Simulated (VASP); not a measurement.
Wanted: the native input for a VASP 6.6.1 run.

```yaml
Task: single point
Functional: PBE
Potentials_or_basis: VASP PAW PBE potentials, release 64 (Ta_pv, N)
Cutoff: 600 eV
k_mesh: 8 × 8 × 8
Occupations: gaussian, width 0.05 eV
Spin: collinear spin, ferromagnetic start
Starting_moments: "[2.0, 0.0] μB"
Dipole_correction: no
Further_INCAR_settings: ALGO = Normal; EDIFF = 1e-06; NBANDS = 19
```

The structure of TaN lies in POSCAR:

```
TaN
1.0
    0.0000000000      2.4747541939      2.4747541939
    2.4747541939      0.0000000000      2.4747541939
    2.4747541939      2.4747541939      0.0000000000
Ta N
1 1
Direct
    0.0000000000      0.0000000000      0.0000000000
    0.2500000000      0.2500000000      0.2500000000
```

These files were run (other wordings do the same):

INCAR

```
ALGO     = Normal         # electronic algorithm
EDIFF    = 1E-6           # SCF threshold, eV
ENCUT    = 600            # plane-wave cutoff, eV
GGA      = PE             # functional
GGA_COMPAT= F            
ISIF     = 2              # what is computed and relaxed
ISMEAR   = 0              # smearing method
ISPIN    = 2              # spin polarisation
LASPH    = T              # aspherical terms in the spheres
LCHARG   = F              # write CHGCAR
LMAXMIX  = 4              # l up to which the mixer works
LORBIT   = 11             # projections on sites
LREAL    = F              # projectors in reciprocal space
LWAVE    = F              # write WAVECAR
MAGMOM   = 2 0            # initial moments
NBANDS   = 19             # bands
NELM     = 200            # most SCF steps
PREC     = Accurate       # precision mode
SIGMA    = 0.05           # smearing width, eV
```

KPOINTS

```
k-points
0
Gamma
  8 8 8
```

Potentials or basis: VASP PAW PBE potentials, release 64 (Ta_pv, N).

Run with:

```bash
$ cat potpaw_PBE.64/Ta_pv/POTCAR potpaw_PBE.64/N/POTCAR > POTCAR
$ mpirun -np 1 vasp_std > vasp.out
```

Results of the run:

```yaml
Pressure: -22.6 GPa
Band_gap_on_the_k_mesh: zero (filled and empty bands overlap)
Net_moment: 0.00 μB per cell
Valence_electrons_inside_the_program's_atomic_spheres: Ta 8.68; N 3.68
```

Caveat: spin-orbit coupling is left out, which moves the levels of the heavy elements.

Run time: 70 s on 1 thread of Intel(R) Xeon(R) Platinum 8375C CPU @ 2.90GHz (Ice Lake), with other jobs on the host, peak memory 0.19 GiB.
